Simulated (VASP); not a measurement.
# TiSi4Ni3 (Pmm2) in VASP: relaxation of cell and atoms with PBE

Aim: the relaxation of cell and atoms of TiSi4Ni3 with PBE.

Program: VASP 6.6.1. These are calculated values, not measurements. Logs are shortened: lines on timing, memory, paths and dates and some standing lists are left out, and cuts for length are marked.

### 1 The cell of the first run

Symmetry: Pmm2, No. 25, orthorhombic system. The conventional cell has a = 3.734 Å, b = 5.800 Å, c = 4.744 Å, α = 90.00°, β = 90.00°, γ = 90.00°. Within 3.4 Å of Ti (site symmetry mm2) lie 8 Si at 2.59 to 2.84 Å and 6 Ni at 2.92 to 3.12 Å. Within 3.1 Å of Si (site symmetry m) lie 5 Ni at 2.38 to 2.94 Å and 3 Si at 2.39 to 2.70 Å and 2 Ti at 2.59 Å. Within 3.1 Å of Si (site symmetry m) lie 5 Ni at 2.34 to 2.40 Å and 2 Ti at 2.67 to 2.84 Å and 4 Si at 2.70 to 3.01 Å. Within 3.1 Å of Ni (site symmetry mm2) lie 8 Si at 2.38 to 2.94 Å and 4 Ni at 2.52 to 2.92 Å. Within 3.1 Å of Ni (site symmetry mm2) lie 6 Si at 2.37 to 2.43 Å and 2 Ni at 2.52 Å and 2 Ti at 2.93 Å. Ni (site symmetry mm2) has 6 Si at 2.34 to 2.41 Å and 4 Ti at 2.92 to 3.12 Å and 2 Ni at 2.92 Å within 3.2 Å.

### 2 Relaxation of cell and atoms, PBE

INCAR reads:

```
SYSTEM = TiSi4Ni3
PREC = Accurate
ENCUT = 600
EDIFF = 1E-6
ISMEAR = 0
SIGMA = 0.1
LREAL = .False.
LASPH = .True.
NELM = 60
ALGO = Fast
ISIF = 3
LWAVE = .False.
LCHARG = .False.
GGA = PE
IBRION = 2
NSW = 100
EDIFFG = -0.01
```

KPOINTS reads:

```
regular mesh
0
Gamma
  10 8 8
  0 0 0
```

POSCAR reads:

```
TiSi4Ni3
1.0
    3.7338176384      0.0000000000      0.0000000000
    0.0000000000      5.8001632277      0.0000000000
    0.0000000000      0.0000000000      4.7439943382
Ti Si Ni
1 4 3
Direct
    0.5000000000      0.0000000000      0.5255737503
    0.0000000000      0.7061077703      0.6407717984
    0.0000000000      0.2938922297      0.6407717984
    0.5000000000      0.2402268711      0.0464897047
    0.5000000000      0.7597731289      0.0464897047
    0.0000000000      0.5000000000      0.0748964186
    0.5000000000      0.5000000000      0.4316763394
    0.0000000000      0.0000000000      0.9993304855
```

Potentials or basis: VASP PAW PBE potentials, release 64 (Ti_sv, Si, Ni).

Started as:

```console
$ cat potpaw_PBE.64/Ti_sv/POTCAR potpaw_PBE.64/Si/POTCAR potpaw_PBE.64/Ni/POTCAR > POTCAR
$ mpirun -np 1 vasp_std > vasp.out
```

OUTCAR:

```text
SYSTEM = TiSi4Ni3
   PREC = Accurate
   ENCUT = 600
   EDIFF = 1E-6
   ISMEAR = 0
   LREAL = .False.
   LASPH = .True.
   NELM = 60
   ISIF = 3
   GGA = PE
   IBRION = 2
   NSW = 100
   EDIFFG = -0.01

 ion  position               nearest neighbor table
   1  0.500  0.000  0.526-   2 2.59   3 2.59   2 2.59   3 2.59   4 2.67   5 2.67   4 2.84   5 2.84
                             8 2.92   8 2.92   7 2.93   7 2.93
   2  0.000  0.706  0.641-   6 2.38   3 2.39   8 2.41   7 2.43   7 2.43   1 2.59   1 2.59   5 2.70
                             5 2.70   6 2.94
   3  0.000  0.294  0.641-   6 2.38   2 2.39   8 2.41   7 2.43   7 2.43   1 2.59   1 2.59   4 2.70
                             4 2.70   6 2.94
   4  0.500  0.240  0.046-   8 2.34   8 2.34   7 2.37   6 2.40   6 2.40   1 2.67   3 2.70   3 2.70
                             5 2.79   1 2.84   5 3.01
   5  0.500  0.760  0.046-   8 2.34   8 2.34   7 2.37   6 2.40   6 2.40   1 2.67   2 2.70   2 2.70
                             4 2.79   1 2.84   4 3.01
   6  0.000  0.500  0.075-   2 2.38   3 2.38   4 2.40   5 2.40   4 2.40   5 2.40   7 2.52   7 2.52
                             8 2.92   8 2.92   2 2.94   3 2.94
   7  0.500  0.500  0.432-   4 2.37   5 2.37   2 2.43   3 2.43   2 2.43   3 2.43   6 2.52   6 2.52
                             1 2.93   1 2.93
   8  0.000  0.000  0.999-   4 2.34   5 2.34   4 2.34   5 2.34   2 2.41   3 2.41   1 2.92   1 2.92
                             6 2.92   6 2.92

  LATTYP: Found a simple orthorhombic cell.
 ALAT       =     3.7338176384
 B/A-ratio  =     1.2705479479
 C/A-ratio  =     1.5534136344

  Lattice vectors:

 A1 = (  -3.7338176384,   0.0000000000,   0.0000000000)
 A2 = (   0.0000000000,   0.0000000000,   4.7439943382)
 A3 = (   0.0000000000,   5.8001632277,   0.0000000000)

Analysis of symmetry for initial positions (statically):
=====================================================================
 Subroutine PRICEL returns:
 Original cell was already a primitive cell.

 Routine SETGRP: Setting up the symmetry group for a
 simple orthorhombic supercell.

 Subroutine GETGRP returns: Found  4 space group operations
 (whereof  4 operations were pure point group operations)
 out of a pool of  8 trial point group operations.

The static configuration has the point symmetry C_2v.

Analysis of symmetry for dynamics (positions and initial velocities):
=====================================================================
 Subroutine PRICEL returns:
 Original cell was already a primitive cell.

 Routine SETGRP: Setting up the symmetry group for a
 simple orthorhombic supercell.
[... 128 lines left out ...]
   NELECT =      58.0000    total number of electrons
   NUPDOWN=      -1.0000    fix difference up-down
   EMIN   =  10.00;   EMAX   =-10.00  energy-range for DOS
   EFERMI =   0.00;   METHOD = LEGACY
   ISMEAR =     0;   SIGMA  =   0.10  broadening in eV -4-tet -1-fermi 0-gaus
   EFERMI_NEDOS =   21; number of points for ismear=-14 and -15
   IALGO  =     68    algorithm
   IMIX   =      4    mixing-type and parameters
     AMIX     =   0.40;   BMIX     =  1.00
     AMIX_MAG =   1.60;   BMIX_MAG =  1.00
  volume/ion in A,a.u.               =      12.84        86.67
  Fermi-wavevector in a.u.,A,eV,Ry     =   1.353022  2.556842 24.907774  1.830670
  Thomas-Fermi vector in A             =   2.480312
   LORBIT       =      0    0 simple, 1 ext, 2 COOP (PROOUT), +10 PAW based schemes
   GGA     = PE    functional components
   LHFCALC =     F    Hartree Fock is set to
   AEXX    =    0.0000 exact exchange contribution
   IVDW    =     0    specifies the selected vdW correction
   LEPSILON=     F    determine dielectric tensor
   LRPA    =     F    only Hartree local field effects (RPA)
 conjugate gradient relaxation of ions
 non-spin polarized calculation
 RMM-DIIS sequential band-by-band and
 Gauss-broadening in eV      SIGMA  =   0.10
  energy-cutoff  :      600.00
  volume of cell :      102.74
 maximum number of plane-waves:      3470
 NGX is ok and might be reduce to    30
   NGX = 15   NGY = 23   NGZ = 19

--------------------------------------- Ionic step        1  -------------------------------------------

 number of electron      57.9999995 magnetization

 Free energy of the ion-electron system (eV)
  ---------------------------------------------------
  ext. energy  EPLUGINS =         0.00000000
  ---------------------------------------------------
  free energy    TOTEN  =       -49.02058713 eV

  energy without entropy =      -49.00612896  energy(sigma->0) =      -49.01335804

------------------------ aborting loop because EDIFF is reached ----------------------------------------

  FORCE on cell =-STRESS in cart. coord.  units (eV):
  Direction    XX          YY          ZZ          XY          YZ          ZX
  --------------------------------------------------------------------------------------
  -------------------------------------------------------------------------------------
  Total       -0.0545604      0.2733253      0.1738181      0.0000000      0.0000000      0.0000000
  in kB       -0.8508446      4.2623881      2.7106164      0.0000000      0.0000000      0.0000000
  external PRESSURE =       2.0407200 kB  Pullay stress =       0.0000000 kB
[... 281 lines left out ...]
--------------------------------------- Ionic step        8  -------------------------------------------

 number of electron      57.9999996 magnetization

 Free energy of the ion-electron system (eV)
  ---------------------------------------------------
  ext. energy  EPLUGINS =         0.00000000
  ---------------------------------------------------
  free energy    TOTEN  =       -49.02278750 eV

  energy without entropy =      -49.00849250  energy(sigma->0) =      -49.01564000

 E-fermi :  10.1736     XC(G=0): -12.0199

 val. band max:       10.1693532140   @ k =   0.1000   0.0000   0.1250
 cond. band min:      10.1834190173   @ k =   0.5000   0.2500   0.0000
 fundamental gap:      0.0140658033
 Fermi energy:        10.1735997395

 k-point     1 :       0.0000    0.0000    0.0000
  band No.  band energies     occupation
      1     -46.5091      2.00000
      2     -22.8707      2.00000
      3     -22.8236      2.00000
      4     -22.7388      2.00000
      5      -2.5962      2.00000
      6       0.9933      2.00000
[... 877 lines left out ...]
     33      11.6307      0.00000
     34      11.9444      0.00000

 [... further k-points ...]

------------------------ aborting loop because EDIFF is reached ----------------------------------------

  FORCE on cell =-STRESS in cart. coord.  units (eV):
  Direction    XX          YY          ZZ          XY          YZ          ZX
  --------------------------------------------------------------------------------------
  -------------------------------------------------------------------------------------
  Total       -0.0747527     -0.0639319      0.0010061      0.0000000      0.0000000      0.0000000
  in kB       -1.1635996     -0.9951635      0.0156615      0.0000000      0.0000000      0.0000000
  external PRESSURE =      -0.7143672 kB  Pullay stress =       0.0000000 kB
[... 23 lines left out ...]
  FREE ENERGIE OF THE ION-ELECTRON SYSTEM (eV)
  ---------------------------------------------------
  free  energy   TOTEN  =       -49.0227874981 eV

  energy  without entropy=      -49.0084925006  energy(sigma->0) =      -49.01564000

 reached required accuracy - stopping structural energy minimisation
```

OSZICAR:

```text
N       E                     dE             d eps       ncg     rms          rms(c)
DAV:   1     0.494582420518E+03    0.49458E+03   -0.28616E+04 10208   0.217E+03
DAV:   2    -0.142561273428E+01   -0.49601E+03   -0.48858E+03 10200   0.494E+02
DAV:   3    -0.518521045301E+02   -0.50426E+02   -0.49270E+02 14524   0.162E+02
[... 102 lines left out ...]
RMM:   6    -0.490227826645E+02    0.21081E-04   -0.98448E-05 13761   0.910E-02    0.146E-02
RMM:   7    -0.490227856673E+02   -0.30028E-05   -0.61010E-05 14811   0.500E-02    0.135E-02
RMM:   8    -0.490227866273E+02   -0.96002E-06   -0.27051E-05 14087   0.301E-02    0.853E-03
RMM:   9    -0.490227870969E+02   -0.46955E-06   -0.11019E-05 11507   0.189E-02    0.461E-03
RMM:  10    -0.490227874981E+02   -0.40120E-06   -0.61744E-06 10263   0.161E-02
   8 F= -.49022787E+02 E0= -.49015640E+02  d E =-.533794E-04
```

CONTCAR:

```text
TiSi4Ni3
   1.00000000000000
     3.7319753517375038    0.0000000000000000    0.0000000000000000
     0.0000000000000000    5.8106559524291947    0.0000000000000000
     0.0000000000000000    0.0000000000000000    4.7464616205739683
  Ti              Si              Ni
     1     4     3
Direct
     0.5000000000000000    0.0000000000000000    0.5273455190299435
     0.0000000000000000    0.7065883162041690    0.6390469831598494
     0.0000000000000000    0.2934116837958310    0.6390469831598494
     0.5000000000000000    0.2388678043204501    0.0475190103729312
     0.5000000000000000    0.7611321956795499    0.0475190103729312
     0.0000000000000000    0.5000000000000000    0.0728230010247876
     0.5000000000000000    0.5000000000000000    0.4310037544845509
     0.0000000000000000    0.0000000000000000    0.0016957383951623

  0.00000000E+00  0.00000000E+00  0.00000000E+00
  0.00000000E+00  0.00000000E+00  0.00000000E+00
  0.00000000E+00  0.00000000E+00  0.00000000E+00
  0.00000000E+00  0.00000000E+00  0.00000000E+00
  0.00000000E+00  0.00000000E+00  0.00000000E+00
  0.00000000E+00  0.00000000E+00  0.00000000E+00
  0.00000000E+00  0.00000000E+00  0.00000000E+00
  0.00000000E+00  0.00000000E+00  0.00000000E+00
```

Wall time 2.7 h (1 thread of Oxide Virtual Turin-like, shared host); peak memory 0.65 GiB.

What came out:

```yaml
Free_energy: -49.0228 eV
Relaxed_volume: 12.87 Å³/atom
Relaxed_cell: a = 3.732 Å, b = 5.811 Å, c = 4.746 Å, α = 90.00°, β = 90.00°, γ = 90.00°
Space_group_after_relaxing_to_0.1_Å: Pmm2 (No. 25)
Energy_gained_by_relaxing: 0.3 meV/atom
Ionic_steps: 8
Pressure_after_relaxing: -0.1 GPa
Largest_force_after_relaxing: 0.009 eV/Å
Band_gap_on_the_k_mesh: zero (bands 29 and 30 overlap by 1.28 eV)
```

Forces on the atoms (eV/Å):
```
Ti   0.000  0.000  0.009
Si   0.000  0.004  0.001
Si   0.000 -0.004  0.001
Si   0.000 -0.001  0.001
Si   0.000  0.001  0.001
Ni   0.000  0.000 -0.003
Ni   0.000  0.000 -0.008
Ni   0.000  0.000 -0.003
```

Step by step:
```tsv
step	energy change (eV)	largest force (eV/Å)	pressure (GPa)	volume (Å³)
1	0.0000	0.0887	0.20	102.74
2	-0.0012	0.0460	-0.20	102.98
3	-0.0013	0.0512	-0.28	103.02
4	-0.0018	0.0396	0.07	102.79
5	-0.0018	0.0391	0.07	102.78
6	-0.0021	0.0182	0.08	102.80
7	-0.0021	0.0210	0.07	102.82
8	-0.0022	0.0095	-0.07	102.93
```

Final structure:
```cif
data_structure
_symmetry_space_group_name_H-M 'P 1'
_symmetry_Int_Tables_number 1
_cell_length_a 3.7320
_cell_length_b 5.8107
_cell_length_c 4.7465
_cell_angle_alpha 90.000
_cell_angle_beta 90.000
_cell_angle_gamma 90.000
_cell_volume 102.93
loop_
_atom_site_label
_atom_site_type_symbol
_atom_site_fract_x
_atom_site_fract_y
_atom_site_fract_z
_atom_site_occupancy
Ti1 Ti 0.50000 0.00000 0.52735 1
Si1 Si 0.00000 0.70659 0.63905 1
Si2 Si 0.00000 0.29341 0.63905 1
Si3 Si 0.50000 0.23887 0.04752 1
Si4 Si 0.50000 0.76113 0.04752 1
Ni1 Ni 0.00000 0.50000 0.07282 1
Ni2 Ni 0.50000 0.50000 0.43100 1
Ni3 Ni 0.00000 0.00000 0.00170 1
```

Levels at points of the mesh, in eV from the Fermi level:
| k point | band 26 | band 27 | band 28 | band 29 | band 30 | band 31 | band 32 | band 33 |
| --- | --- | --- | --- | --- | --- | --- | --- | --- |
| (0.00, 0.00, 0.00) | -1.17 | -0.45 | -0.39 | -0.09 | 0.10 | 1.33 | 1.67 | 2.20 |
| (0.50, 0.00, 0.00) | -1.20 | -1.08 | -0.92 | -0.86 | -0.57 | 0.32 | 1.46 | 1.66 |
| (0.00, 0.50, 0.00) | -1.29 | -1.00 | -0.74 | -0.20 | 0.81 | 0.94 | 1.24 | 1.47 |
| (0.50, 0.50, 0.00) | -1.45 | -1.24 | -0.75 | -0.22 | 0.07 | 0.28 | 0.97 | 1.72 |
| (0.00, 0.00, 0.50) | -1.24 | -1.01 | -0.16 | 0.71 | 0.84 | 0.84 | 1.84 | 2.29 |
| (0.50, 0.00, 0.50) | -1.43 | -1.37 | -1.02 | -0.76 | -0.28 | 0.22 | 1.97 | 2.05 |
| (0.00, 0.50, 0.50) | -0.88 | -0.78 | -0.72 | 0.56 | 0.84 | 1.18 | 1.37 | 2.01 |
| (0.50, 0.50, 0.50) | -1.50 | -1.38 | -1.08 | 0.13 | 0.42 | 1.43 | 1.69 | 2.04 |

Spin polarisation is off, so any magnetic state and its effect on volume and gap are missing.
